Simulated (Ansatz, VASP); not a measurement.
One calculation of MoS2, two programs

The input INCAR:

```
ALGO = Normal ; EDIFF = 1E-6
ENCUT = 520 ; GGA = PS
ISIF = 2 ; ISMEAR = -1
LASPH = T ; LCHARG = T
LELF = T ; LREAL = F
LVHAR = T ; LWAVE = F
NBANDS = 35 ; NELM = 100
PREC = Accurate ; SIGMA = 0.05
```

Contents of KPOINTS:

```
k-points
0
Gamma
  8 8 1
```

File POSCAR:

```
MoS2
1.0
    3.1845414560      0.0000000000      0.0000000000
   -1.5922707280      2.7578938003      0.0000000000
    0.0000000000      0.0000000000     22.5373561088
Mo S
2 4
Direct
    0.3333333333      0.6666666667      0.8511602300
    0.6666666667      0.3333333333      0.1488397700
    0.6666666667      0.3333333333      0.7796253900
    0.3333333333      0.6666666667      0.0772510000
    0.6666666667      0.3333333333      0.9227490000
    0.3333333333      0.6666666667      0.2203746100
```

The input input.yaml:

```yaml
crystal:
  lattice:
    - [3.184541456, 0.0, 0.0]
    - [-1.592270728, 2.7578938003, 0.0]
    - [0.0, 0.0, 22.5373561088]
  atoms:
    - { symbol: Mo, position: [0.3333333333, 0.6666666667, 0.85116023] }
    - { symbol: Mo, position: [0.6666666667, 0.3333333333, 0.14883977] }
    - { symbol: S, position: [0.6666666667, 0.3333333333, 0.77962539] }
    - { symbol: S, position: [0.3333333333, 0.6666666667, 0.077251] }
    - { symbol: S, position: [0.6666666667, 0.3333333333, 0.922749] }
    - { symbol: S, position: [0.3333333333, 0.6666666667, 0.22037461] }
hamiltonian:
  xc: pbesol
  pseudopotentials: { kind: paw }
kpoints:
  mp_grid: { grid: [8, 8, 1] }
scf:
  occupations: { method: fermi_dirac, width: 0.05 }
output:
  forces: true
  stress: true
  eigenvalues: true
```

Alike in both runs: task single point; functional PBEsol; k mesh 8 × 8 × 1; occupations fermi-dirac, width 0.05 eV; no spin polarisation.

|  | VASP | Ansatz |
| --- | --- | --- |
| version | VASP 6.6.1 | Ansatz 0.2.0 |
| potentials or method | VASP PAW PBE potentials, release 64 (Mo_sv, S) | Ansatz PAW |
| plane-wave cutoff (eV) | 520 | 420 |
| valence electrons in the cell | 52 | 52 |

```tsv
	VASP	Ansatz	Ansatz less VASP
gap on the k mesh at the Fermi level (eV)	1.64	1.63	-0.011
least direct gap on the mesh (eV)	1.99	1.99	-0.004
rms of the force components (eV/Å)	0.565	0.567	+0.0018
```

VASP's potentials were made for PBE, not for PBEsol. Atom by atom the forces differ by 0.002 eV/Å (rms over components).
